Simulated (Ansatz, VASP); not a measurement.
NbRu3C: VASP beside Ansatz

The input INCAR:

```
SYSTEM = NbRu3C
  PREC = Accurate
  ENCUT = 520
  EDIFF = 1E-6
  ISMEAR = -1
  SIGMA = 0.05
  LREAL = .False.
  LASPH = .True.
  NELM = 60
  ALGO = Normal
  ISIF = 2
  LWAVE = .False.
  LCHARG = .False.
  GGA = PE
  NBANDS = 38
```

The input KPOINTS:

```
regular mesh
0
Gamma
  7 7 7
  0 0 0
```

The input POSCAR:

```
NbRu3C
1.0
    4.0651380000      0.0000000000      0.0000000000
    0.0000000000      4.0651380000      0.0000000000
    0.0000000000      0.0000000000      4.0651380000
Ru Nb C
3 1 1
Direct
    0.5000000000      0.5000000000      0.0000000000
    0.5000000000      0.0000000000      0.5000000000
    0.0000000000      0.5000000000      0.5000000000
    0.0000000000      0.0000000000      0.0000000000
    0.5000000000      0.5000000000      0.5000000000
```

File input.yaml:

```yaml
crystal:
  lattice:
    - [4.065138, 0.0, 0.0]
    - [0.0, 4.065138, 0.0]
    - [0.0, 0.0, 4.065138]
  atoms:
    - { symbol: Ru, position: [0.5, 0.5, 0.0] }
    - { symbol: Ru, position: [0.5, 0.0, 0.5] }
    - { symbol: Ru, position: [0.0, 0.5, 0.5] }
    - { symbol: Nb, position: [0.0, 0.0, 0.0] }
    - { symbol: C, position: [0.5, 0.5, 0.5] }
hamiltonian:
  xc: pbe
  pseudopotentials: { kind: paw }
kpoints:
  mp_grid: { grid: [7, 7, 7] }
scf:
  occupations: { method: fermi_dirac, width: 0.05 }
output:
  forces: true
  stress: true
  eigenvalues: true
```

Alike in both runs: task single point; functional PBE; k mesh 7 × 7 × 7; occupations fermi-dirac, width 0.05 eV; no spin polarisation.

|  | VASP | Ansatz |
| --- | --- | --- |
| version | VASP 6.6.1 | Ansatz 0.2.0 |
| potentials or method | VASP PAW PBE potentials, release 64 (Ru_pv, Nb_sv, C) | Ansatz PAW |
| plane-wave cutoff (eV) | 520 | 420 |
| valence electrons in the cell | 59 | 65 |

|  | VASP | Ansatz | Ansatz less VASP |
| --- | --- | --- | --- |
| gap on the k mesh at the Fermi level (eV) | none | none | - |
| pressure (GPa) | -3.5 | -3.4 | +0.11 |

A gap of «none» marks a metal or a gap that the smearing closes. With one functional, cell and mesh, what is left measures potentials, basis and numerics. VASP's potentials hold 59 valence electrons a cell and Ansatz's 65, so a difference there can come from the potentials and not from the codes.
